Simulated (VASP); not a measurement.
ReS, 4 atoms in the cell. Symmetry: F-43m, No. 216, cubic system. The conventional cell has a = 5.237 Å, b = 5.237 Å, c = 5.237 Å, α = 90.00°, β = 90.00°, γ = 90.00°. Within 3.0 Å of Re (site symmetry -43m) lie 4 S at 2.27 Å. Within 3.0 Å of S (site symmetry -43m) lie 4 Re at 2.27 Å. 

```yaml
Program: VASP 6.6.1
Task: single point
Functional: PBE
Potentials_or_basis: VASP PAW PBE potentials, release 64 (Re_sv_GW, S)
Cutoff: 560 eV
k_mesh: 12 × 12 × 6
Occupations: gaussian, width 0.05 eV
Spin: collinear spin
Starting_moments: "[2.0, -2.0, 0.0, 0.0] μB"
Dipole_correction: no
Further_INCAR_settings: ALGO = Normal; EDIFF = 1e-06; NBANDS = 33
```

Potentials or basis: VASP PAW PBE potentials, release 64 (Re_sv_GW, S).

Run with:

```sh
$ cat potpaw_PBE.64/Re_sv_GW/POTCAR potpaw_PBE.64/S/POTCAR > POTCAR
$ mpirun -np 1 vasp_std > vasp.out
```

Hardware: 1 thread of Intel(R) Xeon(R) 6975P-C (Granite Rapids) (shared host).

Q: How long does it take, and how much memory?

A: It took 15 min on 1 thread of Intel(R) Xeon(R) 6975P-C (Granite Rapids), on a shared host, peak memory 0.6 GiB. Counts: scf iterations 16, k points 100.
